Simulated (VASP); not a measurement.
# HC18 in VASP: further runs

HC18 is run at these levels: PBE+D3(BJ); tasks: single point.

All numbers are computed with VASP 6.6.1; they aren't measurements. Logs are shortened: lines on timing, memory, paths and dates and some standing lists are left out, and cuts for length are marked.

### 1 The cell of the first run

The cell holds a slab with vacuum, 19 atoms: a = 7.398 Å, b = 7.398 Å, c = 13.000 Å, α = 90.00°, β = 90.00°, γ = 120.00°.

### 2 Single point, PBE+D3(BJ), collinear spin

INCAR

```
PREC = Accurate ; ENCUT = 520
EDIFF = 1E-6 ; ISMEAR = -1
SIGMA = 0.02 ; LREAL = Auto
LASPH = T ; NELM = 150
ALGO = Normal ; ISIF = 2
LWAVE = F ; LCHARG = T
ISPIN = 2 ; MAGMOM = 0 0.09 0 0.09 0 0 0 0.08 0 0.09 0 0.08 0 0.08 0 0 0 0 0
LORBIT = 11 ; GGA = PE
IVDW = 12 ; LELF = T
LVHAR = T ; NBANDS = 56
```

KPOINTS

```
Automatic mesh
0
Gamma
  2 2 1
```

POSCAR

```
HC18
1.0
    7.3980000000      0.0000000000      0.0000000000
   -3.6990000000      6.4068560000      0.0000000000
    0.0000000000      0.0000000000     13.0000000000
C H
18 1
Direct
   -0.0047226142     -0.0034765882      0.0722853077
    0.2145712124      0.1034649444      0.0773460000
   -0.0047238698      0.3315498272      0.0722698462
    0.2145734771      0.4439033748      0.0773277692
   -0.0052978644      0.6637489589      0.0670433077
    0.2163693638      0.7745838208      0.0679856154
    0.3269205061     -0.0034779930      0.0723173846
    0.5503470353      0.1080879608      0.0746533077
    0.3280678875      0.3304388299      0.1041771538
    0.5549759189      0.4438877665      0.0772768462
    0.3269238067      0.6632009522      0.0723040769
    0.5503488051      0.7750558152      0.0746533077
    0.6613763632     -0.0029131293      0.0744971538
    0.8834008422      0.1080971697      0.0746265385
    0.6619382021      0.3315387454      0.0722416154
    0.8838744423      0.4420914096      0.0679470000
    0.6619396524      0.6631993914      0.0722439231
    0.8838755077      0.7745806992      0.0679527692
    0.3280476588      0.3304254068      0.1908515385
```

Potentials or basis: VASP PAW PBE potentials, release 64 (C, H).

Launch:

```bash
$ cat potpaw_PBE.64/C/POTCAR potpaw_PBE.64/H/POTCAR > POTCAR
$ mpirun -np 1 vasp_std > vasp.out
```

OUTCAR:

```text
PREC = Accurate
   ENCUT = 520
   EDIFF = 1E-6
   ISMEAR = -1
   LREAL = Auto
   LASPH = T
   NELM = 150
   ISIF = 2
   ISPIN = 2
   LORBIT = 11
   GGA = PE
   IVDW = 12
 IVDW          = 12

 ion  position               nearest neighbor table
   1  0.995  0.997  0.072-   2 1.41  18 1.42  14 1.43
   2  0.215  0.103  0.077-   7 1.41   1 1.41   9 1.50
   3  0.995  0.332  0.072-   4 1.41  16 1.42  14 1.43
   4  0.215  0.444  0.077-  11 1.41   3 1.41   9 1.50
   5  0.995  0.664  0.067-  16 1.42  18 1.42   6 1.42
   6  0.216  0.775  0.068-   5 1.42  11 1.42   7 1.42
   7  0.327  0.997  0.072-   2 1.41   6 1.42   8 1.43
   8  0.550  0.108  0.075-  13 1.42   7 1.43  15 1.43
   9  0.328  0.330  0.104-  19 1.13  10 1.50   4 1.50   2 1.50
  10  0.555  0.444  0.077-  15 1.41  17 1.41   9 1.50
  11  0.327  0.663  0.072-   4 1.41   6 1.42  12 1.43
  12  0.550  0.775  0.075-  13 1.42  11 1.43  17 1.43
  13  0.661  0.997  0.074-  14 1.42   8 1.42  12 1.42
  14  0.883  0.108  0.075-  13 1.42   1 1.43   3 1.43
  15  0.662  0.332  0.072-  10 1.41  16 1.42   8 1.43
  16  0.884  0.442  0.068-   5 1.42  15 1.42   3 1.42
  17  0.662  0.663  0.072-  10 1.41  18 1.42  12 1.43
  18  0.884  0.775  0.068-   5 1.42  17 1.42   1 1.42
  19  0.328  0.330  0.191-   9 1.13

  LATTYP: Found a hexagonal cell.
 ALAT       =     7.3980000000
 C/A-ratio  =     1.7572316842

  Lattice vectors:

 A1 = (   7.3980000000,   0.0000000000,   0.0000000000)
 A2 = (  -3.6990000000,   6.4068560000,   0.0000000000)
 A3 = (   0.0000000000,   0.0000000000,  13.0000000000)

Analysis of symmetry for initial positions (statically):
=====================================================================
 Subroutine PRICEL returns:
 Original cell was already a primitive cell.

 Routine SETGRP: Setting up the symmetry group for a
 hexagonal supercell.

 Subroutine GETGRP returns: Found  1 space group operations
 (whereof  1 operations were pure point group operations)
 out of a pool of 24 trial point group operations.

The static configuration has the point symmetry C_1 .

Analysis of symmetry for dynamics (positions and initial velocities):
=====================================================================
 Subroutine PRICEL returns:
 Original cell was already a primitive cell.

 Routine SETGRP: Setting up the symmetry group for a
 hexagonal supercell.

 Subroutine GETGRP returns: Found  1 space group operations
 (whereof  1 operations were pure point group operations)
 out of a pool of 24 trial point group operations.

The dynamic configuration has the point symmetry C_1 .

Analysis of structural, dynamic, and magnetic symmetry:
=====================================================================
 Subroutine PRICEL returns:
 Original cell was already a primitive cell.

 Routine SETGRP: Setting up the symmetry group for a
 hexagonal supercell.

 Subroutine GETGRP returns: Found  1 space group operations
 (whereof  1 operations were pure point group operations)
 out of a pool of 24 trial point group operations.

The overall configuration has the point symmetry C_1 .

 Subroutine INISYM returns: Found  1 space group operations
 (whereof  1 operations are pure point group operations),
 and found     1 'primitive' translations

----------------------------------------------------------------------------------------

                                     Primitive cell

  volume of cell :     616.1730

  direct lattice vectors                    reciprocal lattice vectors
     7.398000000  0.000000000  0.000000000     0.135171668  0.078041398  0.000000000
    -3.699000000  6.406856000  0.000000000     0.000000000  0.156082796  0.000000000
     0.000000000  0.000000000 13.000000000     0.000000000  0.000000000  0.076923077

  length of vectors
     7.398000000  7.398000054 13.000000000     0.156082797  0.156082796  0.076923077

  position of ions in fractional coordinates (direct lattice)
     0.995277386  0.996523412  0.072285308
     0.214571212  0.103464944  0.077346000
[... 73 lines left out ...]
   number of dos      NEDOS =    301   number of ions     NIONS =     19
   total plane-waves  NPLWV = 307328
   dimension x,y,z NGX =    56 NGY =   56 NGZ =   98
   dimension x,y,z NGXF=   112 NGYF=  112 NGZF=  196
   ions per type =              18   1
   NGX,Y,Z   is equivalent  to a cutoff of  12.58, 12.58, 12.53 a.u.
   NGXF,Y,Z  is equivalent  to a cutoff of  25.17, 25.17, 25.06 a.u.
 SYSTEM =  unknown system
   PREC   = accura    normal or accurate (medium, high low for compatibility)
   ISTART =      0    job   : 0-new  1-cont  2-samecut
   ICHARG =      2    charge: 1-file 2-atom 10-const
   ISPIN  =      2    spin polarized calculation?
   LNONCOLLINEAR =      F non collinear calculations
   LSORBIT =      F    spin-orbit coupling
   LASPH  =      T    aspherical Exc in radial PAW
   ENCUT  =  520.0 eV  38.22 Ry    6.18 a.u.  13.76 13.76 24.17*2*pi/ulx,y,z
   NELM   =    150;   NELMIN=  2; NELMDL= -5     # of ELM steps
   EDIFF  = 0.1E-05   stopping-criterion for ELM
   LREAL  =      T    real-space projection
   EDIFFG = 0.1E-04   stopping-criterion for IOM
   NSW    =      0    number of steps for IOM
   IBRION =     -1    ionic relax: 0-MD 1-quasi-New 2-CG
   NFREE  =      0    steps in history (QN), initial steepest desc. (CG)
   ISIF   =      2    stress and relaxation
   ISYM   =      2    0-nonsym 1-usesym 2-fastsym
   POTIM  = 0.5000    time-step for ionic-motion
   TEBEG  =    0.0;   TEEND  =   0.0 temperature during run
   PSTRESS=    0.0 pullay stress
   NELECT =      73.0000    total number of electrons
   NUPDOWN=      -1.0000    fix difference up-down
   EMIN   =  10.00;   EMAX   =-10.00  energy-range for DOS
   EFERMI =   0.00;   METHOD = LEGACY
   ISMEAR =    -1;   SIGMA  =   0.02  broadening in eV -4-tet -1-fermi 0-gaus
   EFERMI_NEDOS =   21; number of points for ismear=-14 and -15
   IALGO  =     38    algorithm
   IMIX   =      4    mixing-type and parameters
     AMIX     =   0.40;   BMIX     =  1.00
     AMIX_MAG =   1.60;   BMIX_MAG =  1.00
  volume/ion in A,a.u.               =      32.43       218.85
  Fermi-wavevector in a.u.,A,eV,Ry     =   0.804047  1.519429  8.796057  0.646492
  Thomas-Fermi vector in A             =   1.912030
   LORBIT       =     11    0 simple, 1 ext, 2 COOP (PROOUT), +10 PAW based schemes
   GGA     = PE    functional components
   LHFCALC =     F    Hartree Fock is set to
   AEXX    =    0.0000 exact exchange contribution
   IVDW    =    12    specifies the selected vdW correction
   LEPSILON=     F    determine dielectric tensor
   LRPA    =     F    only Hartree local field effects (RPA)
 spin polarized calculation
  energy-cutoff  :      520.00
  volume of cell :      616.17
 maximum number of plane-waves:     16651
 NGX is ok and might be reduce to    56
   NGX = 27   NGY = 27   NGZ = 49

 number of electron      73.0000000 magnetization       1.0004229

 Free energy of the ion-electron system (eV)
  ---------------------------------------------------
  ext. energy  EPLUGINS =         0.00000000
  ---------------------------------------------------
  free energy    TOTEN  =      -167.78148307 eV

  energy without entropy =     -167.78141438  energy(sigma->0) =     -167.78144873

 E-fermi :  -1.7837     XC(G=0):  -3.3794

 val. band max:       -1.9257245749   @ k =   0.0000   0.0000   0.0000
 cond. band min:      -1.6421660349   @ k =   0.0000   0.0000   0.0000
 fundamental gap:      0.2835585399
 Fermi energy:        -1.7837406681

 spin component 1

 k-point     1 :       0.0000    0.0000    0.0000
  band No.  band energies     occupation
      1     -21.3480      1.00000
      2     -18.8086      1.00000
      3     -18.8030      1.00000
      4     -18.8027      1.00000
      5     -18.7685      1.00000
      6     -18.7023      1.00000
[... 193 lines left out ...]
     47       3.8356      0.00000
     48       3.8758      0.00000
 Fermi energy:        -1.7837406681

 spin component 2

 k-point     1 :       0.0000    0.0000    0.0000
  band No.  band energies     occupation
      1     -21.2813      1.00000
      2     -18.7546      1.00000
      3     -18.7545      1.00000
      4     -18.7153      1.00000
      5     -18.6820      1.00000
      6     -18.6454      1.00000
[... 193 lines left out ...]
     47       3.8980      0.00000
     48       3.9683      0.00000
 [bands above 48 left out]

------------------------ aborting loop because EDIFF is reached ----------------------------------------

 Edisp (eV)   -1.64048

 E8    (eV) :    -0.5078

  FORCE on cell =-STRESS in cart. coord.  units (eV):
  Direction    XX          YY          ZZ          XY          YZ          ZX
  --------------------------------------------------------------------------------------
  -------------------------------------------------------------------------------------
  Total       2.90483     2.90727    -0.12077    -0.01270     0.00240     0.00749
  in kB       7.55315     7.55950    -0.31403    -0.03302     0.00624     0.01948
  external pressure =        4.93 kB  Pullay stress =        0.00 kB

 VOLUME and BASIS-vectors are now :
 -----------------------------------------------------------------------------
  energy-cutoff  :      520.00
  volume of cell :      616.17
      direct lattice vectors                 reciprocal lattice vectors
     7.398000000  0.000000000  0.000000000     0.135171668  0.078041398  0.000000000
    -3.699000000  6.406856000  0.000000000     0.000000000  0.156082796  0.000000000
     0.000000000  0.000000000 13.000000000     0.000000000  0.000000000  0.076923077

 POSITION                                       TOTAL-FORCE (eV/Angst)
 -----------------------------------------------------------------------------------
      3.67692      6.38458      0.93971        -0.010053      0.002747     -0.003508
      1.20468      0.66288      1.00550        -0.006605      0.020206     -0.001724
      6.13665      2.12419      0.93951        -0.004185     -0.001871     -0.002704
     -0.05458      2.84403      1.00526         0.009695     -0.011458     -0.000931
      4.90360      4.25254      0.87156         0.000615     -0.004479     -0.004435
     -1.26448      4.96265      0.88381         0.000522     -0.005415     -0.003303
[... 11 lines left out ...]
      3.67374      4.96263      0.88339        -0.004518      0.006559     -0.006495
      1.20465      2.11699      2.48107         0.002400      0.001193      0.017611
 -----------------------------------------------------------------------------------
    total drift:                               -0.012380      0.009345      0.025770

  FREE ENERGIE OF THE ION-ELECTRON SYSTEM (eV)
  ---------------------------------------------------
  free  energy   TOTEN  =      -169.4219663762 eV

  energy  without entropy=     -169.4218976897  energy(sigma->0) =     -169.42193203

 total charge

# of ion       s       p       d       tot
------------------------------------------
    1        0.863   1.793   0.000   2.656
    2        0.862   1.772   0.000   2.634
    3        0.863   1.793   0.000   2.656
    4        0.862   1.772   0.000   2.634
    5        0.864   1.795   0.000   2.659
    6        0.864   1.789   0.000   2.653
[... 11 lines left out ...]
   18        0.864   1.789   0.000   2.653
   19        0.613   0.040   0.000   0.653
--------------------------------------------------
tot         16.109  32.199   0.000  48.308

 magnetization (x)

# of ion       s       p       d       tot
------------------------------------------
    1       -0.005  -0.059   0.000  -0.064
    2        0.009   0.123   0.000   0.132
    3       -0.005  -0.059   0.000  -0.064
    4        0.009   0.123   0.000   0.132
    5       -0.003  -0.027   0.000  -0.030
    6        0.004   0.058   0.000   0.062
[... 11 lines left out ...]
   18        0.004   0.058   0.000   0.062
   19        0.049  -0.001   0.000   0.048
--------------------------------------------------
tot          0.067   0.460   0.000   0.527
```

Run time: 12 min. Hardware: 1 thread of Intel Xeon Platinum 8259CL at 2.50GHz (Skylake/Cascade Lake), shared host; peak memory 0.91 GiB.

Results:

* Free energy: -169.4220 eV
* Largest force: 0.021 eV/Å
* Band gap on the k mesh: 0.28 eV, direct
* Net moment: 1.00 μB per cell
* Site moments: C -0.06, +0.13, -0.03, +0.06, +0.12, -0.02, -0.04; H +0.05 μB
* Valence electrons inside the program's atomic spheres: C 2.66, 2.63, 2.65, 2.64; H 0.65
* Dispersion energy per atom: -0.086 eV

Forces in eV/Å, atoms in the order of the input:
```
C   -0.010  0.003 -0.004
C   -0.007  0.020 -0.002
C   -0.004 -0.002 -0.003
C    0.010 -0.011 -0.001
C    0.001 -0.004 -0.004
C    0.001 -0.005 -0.003
C    0.005 -0.001 -0.005
C    0.001  0.006  0.003
C   -0.002 -0.008  0.008
C   -0.012 -0.003  0.000
C    0.001  0.001 -0.004
C    0.015  0.000  0.001
C   -0.006  0.000  0.000
C    0.011  0.004  0.003
C   -0.002 -0.004  0.003
C    0.007  0.000 -0.007
C   -0.006 -0.003  0.002
C   -0.005  0.007 -0.006
H    0.002  0.001  0.018
```

Levels at points of the mesh, in eV from the valence-band top:
Spin up:
```tsv
k point	band 34	band 35	band 36	band 37	band 38	band 39	band 40	band 41
(0.00, 0.00, 0.00)	-2.89	-1.83	-0.11	-0.11	0.28	2.22	3.30	4.10
(0.50, 0.00, 0.00)	-2.58	-2.52	-2.33	-0.11	1.93	2.55	2.57	2.63
(0.00, 0.50, 0.00)	-2.58	-2.52	-2.33	-0.11	1.94	2.55	2.57	2.63
(0.50, 0.50, 0.00)	-2.58	-2.52	-2.33	-0.11	1.94	2.55	2.57	2.63
```
Spin down:
| k point | band 34 | band 35 | band 36 | band 37 | band 38 | band 39 |
| --- | --- | --- | --- | --- | --- | --- |
| (0.00, 0.00, 0.00) | -2.85 | -1.66 | 0.00 | 0.44 | 0.44 | 2.42 |
| (0.50, 0.00, 0.00) | -2.41 | -2.40 | -2.22 | 0.50 | 2.04 | 2.69 |
| (0.00, 0.50, 0.00) | -2.41 | -2.40 | -2.22 | 0.50 | 2.04 | 2.69 |
| (0.50, 0.50, 0.00) | -2.41 | -2.40 | -2.22 | 0.50 | 2.04 | 2.69 |

Caveat: the k points lie up to 0.49 Å⁻¹ apart.

### 3 Single point, PBE+D3(BJ), collinear spin

INCAR

```
PREC     = Accurate       # precision mode
ENCUT    = 520            # plane-wave cutoff, eV
EDIFF    = 1E-6           # SCF threshold, eV
ISMEAR   = -1             # smearing method
SIGMA    = 0.02           # smearing width, eV
LREAL    = Auto         
LASPH    = T              # aspherical terms in the spheres
NELM     = 150            # most SCF steps
ALGO     = Normal         # electronic algorithm
ISIF     = 2              # what is computed and relaxed
LWAVE    = F              # write WAVECAR
LCHARG   = F              # write CHGCAR
ISPIN    = 2              # spin polarisation
MAGMOM   = 0 0.09 0 0.09 0 0 0 0.08 0 0.09 0 0.08 0 0.08 0 0 0 0 0 # initial moments
LORBIT   = 11             # projections on sites
GGA      = PE             # functional
IVDW     = 12             # dispersion correction
NBANDS   = 56             # bands
```

KPOINTS is that of step 2.

POSCAR

```
HC18
1.0
    7.3980000000      0.0000000000      0.0000000000
   -3.6990000000      6.4068560000      0.0000000000
    0.0000000000      0.0000000000     13.0000000000
C H
18 1
Direct
   -0.0092280323     -0.0082005901      0.0709912308
    0.2123241605      0.1025242334      0.0740562308
   -0.0090660169      0.3239006776      0.0707780000
    0.2124781091      0.4347431876      0.0742958462
   -0.0092145266      0.6578588624      0.0741084615
    0.2132684828      0.7690854922      0.0740933077
    0.3245533840     -0.0083571412      0.0743737692
    0.5475896728      0.1021696133      0.0729350769
    0.3193880485      0.3220677974      0.0780903077
    0.5476716658      0.4356601740      0.0956952308
    0.3245697789      0.6578251486      0.0747886154
    0.5476211609      0.7700260471      0.0738763846
    0.6584201153     -0.0084831000      0.0707087692
    0.8799696181      0.1024326128      0.0703612308
    0.6607342394      0.3217885652      0.0753035385
    0.8802688607      0.4347502113      0.0727344615
    0.6605361943      0.6633067764      0.0769669231
    0.8800449111      0.7702720336      0.0734466154
    0.5575431163      0.4346169166      0.1823963846
```

Potentials or basis: VASP PAW PBE potentials, release 64 (C, H).

Launch:

```bash
$ cat potpaw_PBE.64/C/POTCAR potpaw_PBE.64/H/POTCAR > POTCAR
$ mpirun -np 1 vasp_std > vasp.out
```

Run time: 12 min. Hardware: 1 thread of Intel Xeon Platinum 8259CL at 2.50GHz (Skylake/Cascade Lake), shared host; peak memory 0.91 GiB.

The run converged. Its results:

```yaml
Free_energy: -169.2727 eV
Largest_force: 0.194 eV/Å
Net_moment: 0.00 μB per cell
Valence_electrons_inside_the_program's_atomic_spheres: C 2.67, 2.66, 2.64, 2.65; H 0.63
Dispersion_energy_per_atom: -0.086 eV
```

Forces on the atoms (eV/Å):
```
C    0.024 -0.002 -0.001
C    0.002  0.005  0.010
C    0.008  0.007 -0.006
C    0.015 -0.010  0.001
C    0.003 -0.008 -0.002
C    0.018  0.009  0.007
C    0.010 -0.012  0.004
C    0.008  0.002 -0.007
C    0.059  0.019  0.014
C   -0.089  0.002 -0.005
C    0.003  0.005  0.000
C    0.012 -0.015 -0.003
C    0.021  0.007 -0.012
C    0.001 -0.003 -0.003
C    0.039 -0.031 -0.019
C    0.024  0.008 -0.002
C    0.008  0.002 -0.002
C    0.026  0.002  0.003
H   -0.192  0.013  0.021
```

Levels at points of the mesh, in eV from the Fermi level:
Spin up:
| k point | band 32 | band 33 | band 34 | band 35 | band 36 | band 37 | band 38 | band 39 | band 40 | band 41 |
| --- | --- | --- | --- | --- | --- | --- | --- | --- | --- | --- |
| (0.00, 0.00, 0.00) | -4.63 | -3.10 | -3.10 | -1.80 | -0.09 | -0.09 | -0.04 | 2.11 | 3.13 | 3.90 |
| (0.50, 0.00, 0.00) | -4.14 | -2.77 | -2.74 | -2.67 | -2.46 | 0.07 | 1.80 | 2.40 | 2.45 | 2.50 |
| (0.00, 0.50, 0.00) | -4.13 | -2.77 | -2.74 | -2.67 | -2.45 | 0.06 | 1.81 | 2.40 | 2.45 | 2.50 |
| (0.50, 0.50, 0.00) | -4.13 | -2.77 | -2.74 | -2.67 | -2.45 | 0.05 | 1.82 | 2.41 | 2.44 | 2.50 |
Spin down:
```
           k point  band 32  band 33  band 34  band 35  band 36  band 37  band 38  band 39  band 40  band 41
(0.00, 0.00, 0.00)    -4.63    -3.10    -3.10    -1.80    -0.09    -0.09    -0.04     2.11     3.12     3.90
(0.50, 0.00, 0.00)    -4.14    -2.77    -2.74    -2.67    -2.46     0.07     1.80     2.40     2.45     2.50
(0.00, 0.50, 0.00)    -4.13    -2.77    -2.74    -2.67    -2.45     0.06     1.81     2.40     2.45     2.50
(0.50, 0.50, 0.00)    -4.13    -2.77    -2.74    -2.67    -2.45     0.05     1.82     2.41     2.44     2.50
```

Caveat: the k points lie up to 0.49 Å⁻¹ apart.
